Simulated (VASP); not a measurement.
# SiC (P6_3mc) in VASP: further runs

SiC is run at these levels: PBE; tasks: single point.

All numbers are computed with VASP 6.6.1; they aren't measurements. Logs are shortened: lines on timing, memory, paths and dates and some standing lists are left out, and cuts for length are marked.

## Step 1: The cell of the first run

Symmetry: P6_3mc, No. 186, hexagonal system. The conventional cell has a = 3.077 Å, b = 3.077 Å, c = 15.098 Å, α = 90.00°, β = 90.00°, γ = 120.00°. Si (site symmetry 3m) has 4 C at 1.88 to 1.89 Å within 2.5 Å. Si (site symmetry 3m) has 4 C at 1.88 to 1.89 Å within 2.5 Å. Si (site symmetry 3m) has 4 C at 1.89 Å within 2.5 Å. Within 2.5 Å of C (site symmetry 3m) lie 4 Si at 1.88 to 1.89 Å. Within 2.5 Å of C (site symmetry 3m) lie 4 Si at 1.88 to 1.89 Å. Within 2.5 Å of C (site symmetry 3m) lie 4 Si at 1.89 Å.

## Step 2: Single point, PBE

INCAR

```
ALGO = Normal
EDIFF = 1E-6
ENCUT = 520
GGA = PE
ISIF = 2
ISMEAR = 0
LASPH = T
LCHARG = F
LREAL = F
LWAVE = F
NBANDS = 36
NELM = 100
PREC = Accurate
SIGMA = 0.1
```

KPOINTS

```
k-points
0
Gamma
  6 6 2
```

POSCAR

```
SiC
1.0
    3.0766210100      0.0000000000      0.0000000000
   -1.5383105100      2.6644319500      0.0000000000
    0.0000000000      0.0000000000     15.0980843200
Si C
6 6
Direct
    0.3333333300      0.6666666700      0.8329861500
    0.6666666700      0.3333333300      0.3329861500
    0.6666666700      0.3333333300      0.6665006000
    0.3333333300      0.6666666700      0.1665006000
    0.0000000000      0.0000000000      0.4997294200
    0.0000000000      0.0000000000      0.9997294200
    0.0000000000      0.0000000000      0.8743664100
    0.0000000000      0.0000000000      0.3743664100
    0.3333333300      0.6666666700      0.7079967800
    0.6666666700      0.3333333300      0.2079967800
    0.6666666700      0.3333333300      0.5415216400
    0.3333333300      0.6666666700      0.0415216400
```

Potentials or basis: VASP PAW PBE potentials, release 64 (Si, C).

Launch:

```bash
cat potpaw_PBE.64/Si/POTCAR potpaw_PBE.64/C/POTCAR > POTCAR
mpirun -np 1 vasp_std > vasp.out
```

OUTCAR:

```text
EDIFF = 1E-6
   ENCUT = 520
   GGA = PE
   ISIF = 2
   ISMEAR = 0
   LASPH = T
   LREAL = F
   NELM = 100
   PREC = Accurate

 ion  position               nearest neighbor table
   1  0.333  0.667  0.833-   7 1.88   7 1.88   7 1.88   9 1.89   3 3.08   3 3.08   3 3.08   6 3.08
                             6 3.08   6 3.08
   2  0.667  0.333  0.333-   8 1.88   8 1.88   8 1.88  10 1.89   4 3.08   4 3.08   4 3.08   5 3.08
                             5 3.08   5 3.08
   3  0.667  0.333  0.667-   9 1.88   9 1.88   9 1.88  11 1.89   1 3.08   1 3.08   1 3.08   5 3.08
                             5 3.08   5 3.08
   4  0.333  0.667  0.167-  10 1.88  10 1.88  10 1.88  12 1.89   2 3.08   2 3.08   2 3.08   6 3.08
                             6 3.08   6 3.08
   5  0.000  0.000  0.500-  11 1.89  11 1.89  11 1.89   8 1.89   2 3.08   2 3.08   2 3.08   3 3.08
                             3 3.08   3 3.08
   6  0.000  0.000  1.000-  12 1.89  12 1.89  12 1.89   7 1.89   1 3.08   1 3.08   1 3.08   4 3.08
                             4 3.08   4 3.08
   7  0.000  0.000  0.874-   1 1.88   1 1.88   1 1.88   6 1.89
   8  0.000  0.000  0.374-   2 1.88   2 1.88   2 1.88   5 1.89
   9  0.333  0.667  0.708-   3 1.88   3 1.88   3 1.88   1 1.89
  10  0.667  0.333  0.208-   4 1.88   4 1.88   4 1.88   2 1.89
  11  0.667  0.333  0.542-   5 1.89   5 1.89   5 1.89   3 1.89
  12  0.333  0.667  0.042-   6 1.89   6 1.89   6 1.89   4 1.89

  LATTYP: Found a hexagonal cell.
 ALAT       =     3.0766210100
 C/A-ratio  =     4.9073591680

  Lattice vectors:

 A1 = (   3.0766210100,   0.0000000000,   0.0000000000)
 A2 = (  -1.5383105100,   2.6644319500,   0.0000000000)
 A3 = (   0.0000000000,   0.0000000000,  15.0980843200)

Analysis of symmetry for initial positions (statically):
=====================================================================
 Subroutine PRICEL returns:
 Original cell was already a primitive cell.

 Routine SETGRP: Setting up the symmetry group for a
 hexagonal supercell.

 Subroutine GETGRP returns: Found 12 space group operations
 (whereof  6 operations were pure point group operations)
 out of a pool of 24 trial point group operations.

The static configuration has the point symmetry C_3v.
 The point group associated with its full space group is C_6v.

Analysis of symmetry for dynamics (positions and initial velocities):
=====================================================================
 Subroutine PRICEL returns:
 Original cell was already a primitive cell.

 Routine SETGRP: Setting up the symmetry group for a
 hexagonal supercell.

 Subroutine GETGRP returns: Found 12 space group operations
 (whereof  6 operations were pure point group operations)
 out of a pool of 24 trial point group operations.

The dynamic configuration has the point symmetry C_3v.
 The point group associated with its full space group is C_6v.

 Subroutine INISYM returns: Found 12 space group operations
 (whereof  6 operations are pure point group operations),
 and found     1 'primitive' translations

----------------------------------------------------------------------------------------

                                     Primitive cell

  volume of cell :     123.7658

  direct lattice vectors                    reciprocal lattice vectors
     3.076621010  0.000000000  0.000000000     0.325031909  0.187657261  0.000000000
    -1.538310510  2.664431950  0.000000000     0.000000000  0.375314521  0.000000000
     0.000000000  0.000000000 15.098084320     0.000000000  0.000000000  0.066233568

  length of vectors
     3.076621010  3.076621010 15.098084320     0.375314521  0.375314521  0.066233568

  position of ions in fractional coordinates (direct lattice)
     0.333333330  0.666666670  0.832986150
     0.666666670  0.333333330  0.332986150
     0.666666670  0.333333330  0.666500600
     0.333333330  0.666666670  0.166500600
     0.000000000  0.000000000  0.499729420
     0.000000000  0.000000000  0.999729420
     0.000000000  0.000000000  0.874366410
     0.000000000  0.000000000  0.374366410
     0.333333330  0.666666670  0.707996780
     0.666666670  0.333333330  0.207996780
     0.666666670  0.333333330  0.541521640
     0.333333330  0.666666670  0.041521640

  ion indices of the primitive-cell ions
   primitive index   ion index
                 1           1
                 2           2
                 3           3
[... 24 lines left out ...]

  Length of vectors
     0.062552420  0.062552420  0.033116784

  Shift w.r.t. Gamma in fractional coordinates (k-lattice)
     0.000000000  0.000000000  0.000000000

 Subroutine IBZKPT returns following result:
 ===========================================

 Found     14 irreducible k-points:

 Following reciprocal coordinates:
            Coordinates               Weight
  0.000000  0.000000  0.000000      1.000000
  0.166667  0.000000  0.000000      6.000000
  0.333333  0.000000  0.000000      6.000000
  0.500000  0.000000  0.000000      3.000000
  0.166667  0.166667  0.000000      6.000000
  0.333333  0.166667  0.000000     12.000000
  0.333333  0.333333  0.000000      2.000000
  0.000000  0.000000  0.500000      1.000000
  0.166667  0.000000  0.500000      6.000000
  0.333333  0.000000  0.500000      6.000000
  0.500000  0.000000  0.500000      3.000000
  0.166667  0.166667  0.500000      6.000000
  0.333333  0.166667  0.500000     12.000000
  0.333333  0.333333  0.500000      2.000000
   k-points           NKPTS =     14   k-points in BZ     NKDIM =     14   number of bands    NBANDS=     36
   number of dos      NEDOS =    301   number of ions     NIONS =     12
   total plane-waves  NPLWV =  64512
   dimension x,y,z NGX =    24 NGY =   24 NGZ =  112
   dimension x,y,z NGXF=    48 NGYF=   48 NGZF=  224
   ions per type =               6   6
   NGX,Y,Z   is equivalent  to a cutoff of  12.97, 12.97, 12.33 a.u.
   NGXF,Y,Z  is equivalent  to a cutoff of  25.94, 25.94, 24.66 a.u.
 SYSTEM =  unknown system
   PREC   = accura    normal or accurate (medium, high low for compatibility)
   ISTART =      0    job   : 0-new  1-cont  2-samecut
   ICHARG =      2    charge: 1-file 2-atom 10-const
   ISPIN  =      1    spin polarized calculation?
   LNONCOLLINEAR =      F non collinear calculations
   LSORBIT =      F    spin-orbit coupling
   LASPH  =      T    aspherical Exc in radial PAW
   ENCUT  =  520.0 eV  38.22 Ry    6.18 a.u.   5.72  5.72 28.07*2*pi/ulx,y,z
   NELM   =    100;   NELMIN=  2; NELMDL= -5     # of ELM steps
   EDIFF  = 0.1E-05   stopping-criterion for ELM
   LREAL  =      F    real-space projection
   EDIFFG = 0.1E-04   stopping-criterion for IOM
   NSW    =      0    number of steps for IOM
   IBRION =     -1    ionic relax: 0-MD 1-quasi-New 2-CG
   NFREE  =      0    steps in history (QN), initial steepest desc. (CG)
   ISIF   =      2    stress and relaxation
   ISYM   =      2    0-nonsym 1-usesym 2-fastsym
   POTIM  = 0.5000    time-step for ionic-motion
   TEBEG  =    0.0;   TEEND  =   0.0 temperature during run
   PSTRESS=    0.0 pullay stress
   NELECT =      48.0000    total number of electrons
   NUPDOWN=      -1.0000    fix difference up-down
   EMIN   =  10.00;   EMAX   =-10.00  energy-range for DOS
   EFERMI =   0.00;   METHOD = LEGACY
   ISMEAR =     0;   SIGMA  =   0.10  broadening in eV -4-tet -1-fermi 0-gaus
   EFERMI_NEDOS =   21; number of points for ismear=-14 and -15
   IALGO  =     38    algorithm
   IMIX   =      4    mixing-type and parameters
     AMIX     =   0.40;   BMIX     =  1.00
     AMIX_MAG =   1.60;   BMIX_MAG =  1.00
  volume/ion in A,a.u.               =      10.31        69.60
  Fermi-wavevector in a.u.,A,eV,Ry     =   1.193865  2.256077 19.392557  1.425313
  Thomas-Fermi vector in A             =   2.329869
   LORBIT       =      0    0 simple, 1 ext, 2 COOP (PROOUT), +10 PAW based schemes
   GGA     = PE    functional components
   LHFCALC =     F    Hartree Fock is set to
   AEXX    =    0.0000 exact exchange contribution
   IVDW    =     0    specifies the selected vdW correction
   LEPSILON=     F    determine dielectric tensor
   LRPA    =     F    only Hartree local field effects (RPA)
 non-spin polarized calculation
 Gauss-broadening in eV      SIGMA  =   0.10
  energy-cutoff  :      520.00
  volume of cell :      123.77
 maximum number of plane-waves:      3356
 NGX is ok and might be reduce to    24
   NGX = 11   NGY = 11   NGZ = 57

 number of electron      47.9999998 magnetization

 Free energy of the ion-electron system (eV)
  ---------------------------------------------------
  ext. energy  EPLUGINS =         0.00000000
  ---------------------------------------------------
  free energy    TOTEN  =       -90.31468471 eV

  energy without entropy =      -90.31468471  energy(sigma->0) =      -90.31468471

 E-fermi :   8.6556     XC(G=0): -11.3671

 val. band max:        8.1919997420   @ k =   0.0000   0.0000   0.0000
 cond. band min:      10.2134171827   @ k =   0.5000   0.0000   0.0000
 fundamental gap:      2.0214174407
 Fermi energy:         8.6555734099

 k-point     1 :       0.0000    0.0000    0.0000
  band No.  band energies     occupation
      1      -7.2909      2.00000
      2      -6.7685      2.00000
      3      -6.7320      2.00000
      4      -5.2346      2.00000
      5      -5.2050      2.00000
      6      -3.7133      2.00000
[... 535 lines left out ...]
     35      17.5070      0.00000
     36      17.5070      0.00000

------------------------ aborting loop because EDIFF is reached ----------------------------------------

  FORCE on cell =-STRESS in cart. coord.  units (eV):
  Direction    XX          YY          ZZ          XY          YZ          ZX
  --------------------------------------------------------------------------------------
  -------------------------------------------------------------------------------------
  Total        3.0549291      3.0549291      2.8651984     -0.0000000      0.0000000      0.0000000
  in kB       39.5467906     39.5467905     37.0906811     -0.0000001      0.0000000      0.0000000
  external PRESSURE =      38.7280874 kB  Pullay stress =       0.0000000 kB

 VOLUME and BASIS-vectors are now :
 -----------------------------------------------------------------------------
  energy-cutoff  :      520.00
  volume of cell :      123.77
      direct lattice vectors                 reciprocal lattice vectors
     3.076621010  0.000000000  0.000000000     0.325031909  0.187657261  0.000000000
    -1.538310510  2.664431950  0.000000000     0.000000000  0.375314521  0.000000000
     0.000000000  0.000000000 15.098084320     0.000000000  0.000000000  0.066233568

 POSITION                                       TOTAL-FORCE (eV/Angst)
 -----------------------------------------------------------------------------------
     -0.00000      1.77629     12.57650        -0.000000      0.000000      0.006543
      1.53831      0.88814      5.02745        -0.000000     -0.000000      0.006543
      1.53831      0.88814     10.06288         0.000000      0.000000      0.005013
     -0.00000      1.77629      2.51384        -0.000000      0.000000      0.005013
      0.00000      0.00000      7.54496        -0.000000      0.000000     -0.003161
      0.00000      0.00000     15.09400        -0.000000      0.000000     -0.003161
      0.00000      0.00000     13.20126         0.000000     -0.000000      0.000427
      0.00000      0.00000      5.65222        -0.000000      0.000000      0.000427
     -0.00000      1.77629     10.68940        -0.000000      0.000000     -0.003725
      1.53831      0.88814      3.14035         0.000000     -0.000000     -0.003725
      1.53831      0.88814      8.17594        -0.000000      0.000000     -0.005097
     -0.00000      1.77629      0.62690         0.000000     -0.000000     -0.005097
 -----------------------------------------------------------------------------------
    total drift:                               -0.000000     -0.000000      0.000161

  FREE ENERGIE OF THE ION-ELECTRON SYSTEM (eV)
  ---------------------------------------------------
  free  energy   TOTEN  =       -90.3146847110 eV

  energy  without entropy=      -90.3146847110  energy(sigma->0) =      -90.31468471
```

Run time: 82 s. Hardware: 1 thread of Intel Xeon Platinum 8375C at 2.90GHz (Ice Lake), shared host; peak memory 0.24 GiB.

Results:

```
Free energy            : -90.3147 eV
Pressure               : 3.9 GPa
Largest force          : 0.007 eV/Å
Band gap on the k mesh : 2.02 eV, indirect (least direct gap 3.12 eV)
```

Forces on the atoms (eV/Å):
```
Si   0.000  0.000  0.007
Si   0.000  0.000  0.007
Si   0.000  0.000  0.005
Si   0.000  0.000  0.005
Si   0.000  0.000 -0.003
Si   0.000  0.000 -0.003
C    0.000  0.000  0.000
C    0.000  0.000  0.000
C    0.000  0.000 -0.004
C    0.000  0.000 -0.004
C    0.000  0.000 -0.005
C    0.000  0.000 -0.005
```

Stress tensor (GPa, compression positive):
```
3.95 0.00 0.00
0.00 3.95 0.00
0.00 0.00 3.71
```

Levels at points of the mesh, in eV from the valence-band top:
```tsv
k point	band 22	band 23	band 24	band 25	band 26	band 27
(0.00, 0.00, 0.00)	-0.04	0.00	0.00	5.21	5.38	5.79
(0.50, 0.00, 0.00)	-1.78	-1.66	-1.10	2.02	2.21	3.22
(0.00, 0.00, 0.50)	-0.10	-0.10	-0.10	5.27	5.27	6.02
(0.50, 0.00, 0.50)	-1.72	-1.31	-1.31	2.07	2.07	3.44
```

## Step 3: Single point, PBE

This run uses another cell than the first one, of 10.50 Å³/atom, 1.018 times its volume.

INCAR

```
SYSTEM = SiC
PREC = Accurate ; ENCUT = 520
EDIFF = 1E-6 ; ISMEAR = 0
SIGMA = 0.02 ; LREAL = .FALSE.
LASPH = .TRUE. ; NELM = 100
ALGO = Normal ; ISIF = 2
LWAVE = .FALSE. ; LCHARG = .FALSE.
GGA = PE ; NBANDS = 36
```

KPOINTS

```
Automatic mesh
0
G
  12 12 2
  0 0 0
```

POSCAR

```
SiC
1.0
    3.0950015819      0.0000000029      0.0000000000
   -1.5475007935      2.6803499933      0.0000000000
    0.0000000000      0.0000000000     15.1865709587
Si C
6 6
Direct
    0.3333333333      0.6666666667      0.8329927008
    0.6666666667      0.3333333333      0.3329927008
    0.6666666667      0.3333333333      0.6665012400
    0.3333333333      0.6666666667      0.1665012400
    0.0000000000      0.0000000000      0.4997230252
    0.0000000000      0.0000000000      0.9997230252
    0.0000000000      0.0000000000      0.8743713553
    0.0000000000      0.0000000000      0.3743713553
    0.3333333333      0.6666666667      0.7079991940
    0.6666666667      0.3333333333      0.2079991940
    0.6666666667      0.3333333333      0.5415134847
    0.3333333333      0.6666666667      0.0415134847
```

Potentials or basis: VASP PAW PBE potentials, release 64 (Si, C).

Launch:

```bash
cat potpaw_PBE.64/Si/POTCAR potpaw_PBE.64/C/POTCAR > POTCAR
mpirun -np 1 vasp_std > vasp.out
```

Run time: 7.7 min. Hardware: 1 thread of AMD EPYC 7R13, shared host; peak memory 0.28 GiB.

It converged, with:

- Free energy: -90.3738 eV
- Pressure: 0.0 GPa
- Band gap on the k mesh: 2.03 eV, indirect (least direct gap 3.12 eV)

Levels at points of the mesh, in eV from the valence-band top:
```csv
k point,band 22,band 23,band 24,band 25,band 26,band 27
"(0.00, 0.00, 0.00)",-0.04,0.00,0.00,5.05,5.22,5.63
"(0.50, 0.00, 0.00)",-1.77,-1.65,-1.10,2.03,2.21,3.19
"(0.00, 0.00, 0.50)",-0.10,-0.10,-0.10,5.12,5.12,5.86
"(0.50, 0.00, 0.50)",-1.70,-1.30,-1.30,2.07,2.07,3.41
```

A k mesh can miss the band edges.
